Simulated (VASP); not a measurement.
Set up this calculation in VASP 6.6.1, as the native input.

| Quantity | Value |
| --- | --- |
| Task | single point |
| Functional | PBE |
| Potentials or basis | VASP PAW PBE potentials, release 64 (Sn_d) |
| Cutoff | 520 eV |
| k mesh | 8 × 8 × 8 |
| Occupations | methfessel-paxton, width 1 eV |
| Spin | no spin polarisation |
| Dipole correction | no |
| Further INCAR settings | ALGO = Normal; EDIFF = 1e-06; NBANDS = 21 |

The structure of Sn lies in POSCAR:

```
Sn
1.0
    0.0000000000      3.3289000152      3.3289000152
    3.3289000152      0.0000000000      3.3289000152
    3.3289000152      3.3289000152      0.0000000000
Sn
2
Direct
    0.5000000000      0.5000000000      0.5000000000
    0.7500000000      0.7500000000      0.7500000000
```

The input as run:

INCAR

```
SYSTEM = Sn
PREC = Accurate
ENCUT = 520
EDIFF = 1E-6
ISMEAR = 1
SIGMA = 1.0
LREAL = .False.
LASPH = .True.
NELM = 100
ALGO = Normal
ISIF = 2
LWAVE = .False.
LCHARG = .False.
GGA = PE
NBANDS = 21
```

KPOINTS

```
regular mesh
0
Gamma
  8 8 8
  0 0 0
```

Potentials or basis: VASP PAW PBE potentials, release 64 (Sn_d).

Run with:

```console
$ cat potpaw_PBE.64/Sn_d/POTCAR > POTCAR
$ mpirun -np 1 vasp_std > vasp.out
```

It gave:

```json
{
  "Pressure": "-0.2 GPa",
  "Band gap on the k mesh": "zero (band 14 reaches 4.95 eV, above the bottom of band 15 at 4.72 eV)"
}
```

Caveat: spin-orbit coupling is left out, which moves the levels of the heavy elements.

Wall time 40 s on 1 thread of Intel Xeon 6975P-C (shared host), peak memory 0.21 GiB.
